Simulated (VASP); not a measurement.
# W in VASP: single point with PBEsol

Aim: the single point of W with PBEsol.

Program: VASP 6.6.1. These are calculated values, not measurements. Logs are shortened: lines on timing, memory, paths and dates and some standing lists are left out, and cuts for length are marked.

### Step 1. The cell of the first run

The cell holds a slab with vacuum, 11 atoms: a = 4.461 Å, b = 2.732 Å, c = 28.877 Å, α = 90.00°, β = 90.00°, γ = 90.00°.

### Step 2. Single point, PBEsol

The input, INCAR:

```
PREC = Accurate
ENCUT = 400
EDIFF = 1E-6
ISMEAR = 1
SIGMA = 0.1
LREAL = False
LASPH = True
NELM = 120
ALGO = Normal
ISIF = 2
LWAVE = False
LCHARG = True
LDIPOL = True
IDIPOL = 3
DIPOL = 0.5 0.5 0.500
GGA = PS
LELF = True
LVHAR = True
LVACPOTAV = True
NBANDS = 88
GGA_COMPAT = False
NELMDL = -8
```

The input, KPOINTS:

```
regular mesh
0
Gamma
  5 8 1
```

The input, POSCAR:

```
W
1.0
    4.4608020640      0.0000000000      0.0000000000
    0.0000000000      2.7316722250      0.0000000000
    0.0000000000      0.0000000000     28.8772263630
W
11
Direct
    0.0000000000      0.0000000000      0.2770349167
    0.5000000000      0.3333333333      0.3216279334
    0.0000000000      0.6666666667      0.3662209500
    0.5000000000      1.0000000000      0.4108139667
    0.0000000000      0.3333333333      0.4554069833
    0.5000000000      0.6666666667      0.5000000000
    1.0000000000      1.0000000000      0.5445930167
    0.5000000000      0.3333333333      0.5891860333
    0.0000000000      0.6666666667      0.6337790500
    0.5000000000      1.0000000000      0.6783720666
    1.0000000000      0.3333333333      0.7229650833
```

Potentials or basis: VASP PAW PBE potentials, release 64 (W_sv).

The run is started by

```sh
$ cat potpaw_PBE.64/W_sv/POTCAR > POTCAR
$ mpirun -np 1 vasp_std > vasp.out
```

OUTCAR:

```text
PREC = Accurate
   ENCUT = 400
   EDIFF = 1E-6
   ISMEAR = 1
   LREAL = False
   LASPH = True
   NELM = 120
   ISIF = 2
   GGA = PS
   NELMDL = -8

 ion  position               nearest neighbor table
   1  0.000  0.000  0.277-   3 2.73   2 2.73   2 2.73   3 3.15   2 3.15   2 3.15
   2  0.500  0.333  0.322-   3 2.73   3 2.73   4 2.73   1 2.73   1 2.73   3 3.15   3 3.15   4 3.15
                             1 3.15   1 3.15
   3  0.000  0.667  0.366-   2 2.73   2 2.73   1 2.73   5 2.73   4 2.73   4 2.73   2 3.15   2 3.15
                             5 3.15   1 3.15   4 3.15   4 3.15
   4  0.500  0.000  0.411-   5 2.73   5 2.73   2 2.73   6 2.73   3 2.73   3 2.73   5 3.15   5 3.15
                             2 3.15   6 3.15   3 3.15   3 3.15
   5  0.000  0.333  0.455-   4 2.73   4 2.73   3 2.73   6 2.73   6 2.73   7 2.73   4 3.15   4 3.15
                             3 3.15   6 3.15   6 3.15   7 3.15
   6  0.500  0.667  0.500-   4 2.73   8 2.73   7 2.73   7 2.73   5 2.73   5 2.73   8 3.15   4 3.15
                             5 3.15   5 3.15   7 3.15   7 3.15
   7  0.000  0.000  0.545-   8 2.73   8 2.73   9 2.73   6 2.73   6 2.73   5 2.73   8 3.15   8 3.15
                             9 3.15   6 3.15   6 3.15   5 3.15
   8  0.500  0.333  0.589-   7 2.73   7 2.73  10 2.73   6 2.73   9 2.73   9 2.73   7 3.15   7 3.15
                             6 3.15  10 3.15   9 3.15   9 3.15
   9  0.000  0.667  0.634-  10 2.73  10 2.73   7 2.73  11 2.73   8 2.73   8 2.73  10 3.15  10 3.15
                            11 3.15   7 3.15   8 3.15   8 3.15
  10  0.500  0.000  0.678-   9 2.73   9 2.73   8 2.73  11 2.73  11 2.73   9 3.15   9 3.15   8 3.15
                            11 3.15  11 3.15
  11  0.000  0.333  0.723-   9 2.73  10 2.73  10 2.73   9 3.15  10 3.15  10 3.15

  LATTYP: Found a simple orthorhombic cell.
 ALAT       =     2.7316722250
 B/A-ratio  =     1.6329931619
 C/A-ratio  =    10.5712633085

  Lattice vectors:

 A1 = (   0.0000000000,  -2.7316722250,   0.0000000000)
 A2 = (   4.4608020640,   0.0000000000,   0.0000000000)
 A3 = (   0.0000000000,   0.0000000000,  28.8772263630)

Analysis of symmetry for initial positions (statically):
=====================================================================
 Subroutine PRICEL returns:
 Original cell was already a primitive cell.

 Routine SETGRP: Setting up the symmetry group for a
 simple orthorhombic supercell.

 Subroutine GETGRP returns: Found  4 space group operations
 (whereof  2 operations were pure point group operations)
 out of a pool of  8 trial point group operations.

The static configuration has the point symmetry C_1h.
 The point group associated with its full space group is C_2h.

Analysis of symmetry for dynamics (positions and initial velocities):
=====================================================================
 Subroutine PRICEL returns:
 Original cell was already a primitive cell.
[... 140 lines left out ...]
  Thomas-Fermi vector in A             =   2.377270
   LORBIT       =      0    0 simple, 1 ext, 2 COOP (PROOUT), +10 PAW based schemes
   GGA     = PS    functional components
   LHFCALC =     F    Hartree Fock is set to
   AEXX    =    0.0000 exact exchange contribution
   IVDW    =     0    specifies the selected vdW correction
   LEPSILON=     F    determine dielectric tensor
   LRPA    =     F    only Hartree local field effects (RPA)
 non-spin polarized calculation
 Methfessel and Paxton  Order N= 1 SIGMA  =   0.10
  energy-cutoff  :      400.00
  volume of cell :      351.88
 maximum number of plane-waves:      6493
 NGX is ok and might be reduce to    30
   NGX = 15   NGY =  9   NGZ = 95

 dipolmoment           0.000000      0.000000     -0.000000 electrons x Angstroem

 number of electron     153.9999975 magnetization

 dipolmoment           0.000000      0.000000      0.000000 electrons x Angstroem

 Free energy of the ion-electron system (eV)
  ---------------------------------------------------
  ext. energy  EPLUGINS =         0.00000000
  ---------------------------------------------------
  free energy    TOTEN  =      -145.57414517 eV

  energy without entropy =     -145.56935696  energy(sigma->0) =     -145.57254910

 E-fermi :   3.4181     XC(G=0):  -7.6294

 val. band max:        3.4130815201   @ k =   0.4000   0.5000   0.0000
 cond. band min:       3.4304506465   @ k =   0.4000   0.1250   0.0000
 fundamental gap:      0.0173691263
 Fermi energy:         3.4180976583

 k-point     1 :       0.0000    0.0000    0.0000
  band No.  band energies     occupation
      1     -70.7073      2.00000
      2     -70.7032      2.00000
      3     -70.6376      2.00000
      4     -70.6040      2.00000
      5     -70.5999      2.00000
      6     -70.5758      2.00000
[... 1354 lines left out ...]
     87       5.1935     -0.00000
     88       5.3859     -0.00000

------------------------ aborting loop because EDIFF is reached ----------------------------------------

  FORCE on cell =-STRESS in cart. coord.  units (eV):
  Direction    XX          YY          ZZ          XY          YZ          ZX
  --------------------------------------------------------------------------------------
  -------------------------------------------------------------------------------------
  Total       -9.0515457     -9.5775303     -8.1995328      0.0000000      1.1121524      0.0000000
  in kB      -41.2131979    -43.6080935    -37.3338411      0.0000000      5.0638153      0.0000000
  external PRESSURE =     -40.7183775 kB  Pullay stress =       0.0000000 kB

 VOLUME and BASIS-vectors are now :
 -----------------------------------------------------------------------------
  energy-cutoff  :      400.00
  volume of cell :      351.88
      direct lattice vectors                 reciprocal lattice vectors
     4.460802064  0.000000000  0.000000000     0.224174932  0.000000000  0.000000000
     0.000000000  2.731672225  0.000000000     0.000000000  0.366076131  0.000000000
     0.000000000  0.000000000 28.877226363     0.000000000  0.000000000  0.034629365

 POSITION                                       TOTAL-FORCE (eV/Angst)
 -----------------------------------------------------------------------------------
      0.00000      0.00000      8.00000         0.000000     -0.261870      2.084681
      2.23040      0.91056      9.28772         0.000000     -0.088690     -1.150056
      0.00000      1.82111     10.57545         0.000000      0.463358     -0.825677
      2.23040      0.00000     11.86317         0.000000     -0.043383     -0.211579
      0.00000      0.91056     13.15089         0.000000     -0.070904      0.204974
      2.23040      1.82111     14.43861         0.000000      0.000000      0.000000
      0.00000      0.00000     15.72634         0.000000      0.070904     -0.204974
      2.23040      0.91056     17.01406         0.000000      0.043383      0.211579
      0.00000      1.82111     18.30178         0.000000     -0.463358      0.825677
      2.23040      0.00000     19.58950         0.000000      0.088690      1.150056
      0.00000      0.91056     20.87723         0.000000      0.261870     -2.084681
 -----------------------------------------------------------------------------------
    total drift:                                0.000000     -0.000000     -0.000000

  FREE ENERGIE OF THE ION-ELECTRON SYSTEM (eV)
  ---------------------------------------------------
  free  energy   TOTEN  =      -145.5741451709 eV

  energy  without entropy=     -145.5693569566  energy(sigma->0) =     -145.57254910

 vacuum level on the upper side and lower side of the slab         7.796         7.796
```

OSZICAR:

```text
N       E                     dE             d eps       ncg     rms          rms(c)
DAV:   1     0.192787160486E+04    0.19279E+04   -0.87625E+04  3120   0.153E+03
DAV:   2    -0.469978509409E+02   -0.19749E+04   -0.19394E+04  2880   0.534E+02
DAV:   3    -0.150523676683E+03   -0.10353E+03   -0.10038E+03  3280   0.120E+02
[... 30 lines left out ...]
DAV:  34    -0.145574134056E+03   -0.10402E-04   -0.68374E-07  1784   0.360E-03    0.870E-04
DAV:  35    -0.145574140386E+03   -0.63306E-05   -0.24527E-07  1768   0.133E-03    0.188E-03
DAV:  36    -0.145574143864E+03   -0.34775E-05   -0.22956E-07  1712   0.227E-03    0.653E-04
DAV:  37    -0.145574144990E+03   -0.11257E-05   -0.64715E-08  1672   0.113E-03    0.492E-04
DAV:  38    -0.145574145171E+03   -0.18116E-06   -0.19118E-08  1632   0.529E-04
   1 F= -.14557415E+03 E0= -.14557255E+03  d E =-.478821E-02
```

Wall time 27 min (1 thread of Intel Xeon 8259CL, shared host); peak memory 0.41 GiB.

Results:

```
Free energy            : -145.5741 eV
Largest force          : 2.101 eV/Å
Band gap on the k mesh : zero (bands 77 and 78 overlap by 1.91 eV)
```

Forces in eV/Å, atoms in the order of the input:
```
W    0.000 -0.262  2.085
W    0.000 -0.089 -1.150
W    0.000  0.463 -0.826
W    0.000 -0.043 -0.212
W    0.000 -0.071  0.205
W    0.000  0.000  0.000
W    0.000  0.071 -0.205
W    0.000  0.043  0.212
W    0.000 -0.463  0.826
W    0.000  0.089  1.150
W    0.000  0.262 -2.085
```

Caveat: the PAW data sets were made with another functional, which shifts forces and pressure a little; spin-orbit coupling is left out, which moves the levels of the heavy elements.
